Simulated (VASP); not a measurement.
A run of VASP 6.6.1 is set up as follows.

File POSCAR:

```
RbBr
1.0
    0.0000000000      3.4609328999      3.4609328999
    3.4609328999      0.0000000000      3.4609328999
    3.4609328999      3.4609328999      0.0000000000
Rb Br
1 1
Direct
    0.0000000000      0.0000000000      0.0000000000
    0.5000000000      0.5000000000      0.5000000000
```

File INCAR.step1:

```
SYSTEM = RbBr
  ALGO = Normal
  EDIFF = 1E-7
  EDIFFG = -0.002
  EFERMI = MIDGAP
  ENCUT = 650
  GGA = CA
  GGA_COMPAT = .False.
  IBRION = 2
  ISIF = 3
  ISMEAR = 0
  LASPH = .True.
  LCHARG = .False.
  LREAL = .False.
  LWAVE = .False.
  NELM = 120
  NELMIN = 4
  NSW = 80
  POTIM = 0.5
  PREC = Accurate
  SIGMA = 0.03
```

Contents of INCAR.step4:

```
SYSTEM = RbBr
  ALGO = Normal
  EDIFF = 1E-7
  EFERMI = MIDGAP
  ENCUT = 650
  GGA = CA
  GGA_COMPAT = .False.
  ISIF = 2
  ISMEAR = 0
  LASPH = .True.
  LCHARG = .False.
  LREAL = .False.
  LWAVE = .False.
  NELM = 120
  PREC = Accurate
  SIGMA = 0.03
```

Contents of KPOINTS:

```
Automatic mesh
0
Gamma
  7 7 7
  0 0 0
```

Potentials or basis: VASP PAW LDA potentials, release 64 (Rb_sv, Br).

The run is started by

```bash
$ cat potpaw_LDA.64/Rb_sv/POTCAR potpaw_LDA.64/Br/POTCAR > POTCAR
$ cp INCAR.step1 INCAR
$ cp POSCAR.step1 POSCAR
$ mpirun -np 1 vasp_std > vasp.out
$ cp CONTCAR POSCAR
$ mpirun -np 1 vasp_std > vasp.out
$ cp CONTCAR POSCAR
$ mpirun -np 1 vasp_std > vasp.out
$ cp CONTCAR POSCAR
$ cp INCAR.step4 INCAR
$ mpirun -np 1 vasp_std > vasp.out
```

Predict the band gap on the k mesh.

4.16 eV.

Estimate the relaxed volume.

37.16 Å³/atom.

Estimate the relaxed cell.

a = 4.719 Å, b = 4.719 Å, c = 4.719 Å, α = 60.00°, β = 60.00°, γ = 60.00°.

Final structure:
```
Rb Br
1.0
     0.00000    3.33708    3.33708
     3.33708    0.00000    3.33708
     3.33708    3.33708    0.00000
Rb Br
1 1
Direct
  0.00000 0.00000 0.00000
  0.50000 0.50000 0.50000
```

LDA usually gives volumes a few per cent too small. Zero-point motion and thermal expansion aren't in these numbers.
